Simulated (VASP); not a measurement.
A run of VASP 6.6.1:

Contents of INCAR:

```
ALGO = Normal
EDIFF = 1E-7
ENCUT = 520
GGA = CA
ISIF = 2
ISMEAR = -1
LASPH = T
LCHARG = F
LREAL = F
LWAVE = F
NBANDS = 64
NELM = 100
PREC = Accurate
SIGMA = 0.3
```

The input KPOINTS:

```
k-points
0
Gamma
  2 2 2
```

POSCAR

```
WS2
1.0
   -3.3086040000     -1.9102230000      6.4572600000
    3.3086040000     -1.9102230000      6.4572600000
    0.0000000000      3.8204460000      6.4572600000
W S
4 8
Direct
   -0.0399571770     -0.0450046230      0.0476394682
    0.4912196260      0.5147945234     -0.0086871097
    0.4299232636     -0.0260394325      0.5554085003
   -0.0301483452      0.4840866614      0.5319597273
    0.2371257395      0.2764474595      0.2518133582
    0.4098789345      0.4022926534      0.3867425026
    0.6663724122      0.7194159315      0.3297690289
    0.8199098192      0.8710189879      0.5121263587
    0.7334034700      0.2288402161      0.7791760493
    0.8780289035      0.3305472465      0.9785899235
    0.2290633238      0.6683120221      0.8254761422
    0.3717842782      0.9074784864      0.9505374912
```

Potentials or basis: VASP PAW LDA potentials, release 64 (W_sv, S).

Command:

```bash
$ cat potpaw_LDA.64/W_sv/POTCAR potpaw_LDA.64/S/POTCAR > POTCAR
$ mpirun -np 1 vasp_std > vasp.out
```

Hardware: 1 thread of Intel Xeon 8259CL, with other jobs on the host.

Problem. Estimate the wall time of this run.

Solution. Run time: 6.3 min on 1 thread of Intel Xeon 8259CL, with other jobs on the host, peak memory 0.37 GiB. Counts: scf iterations 21, k points 8.
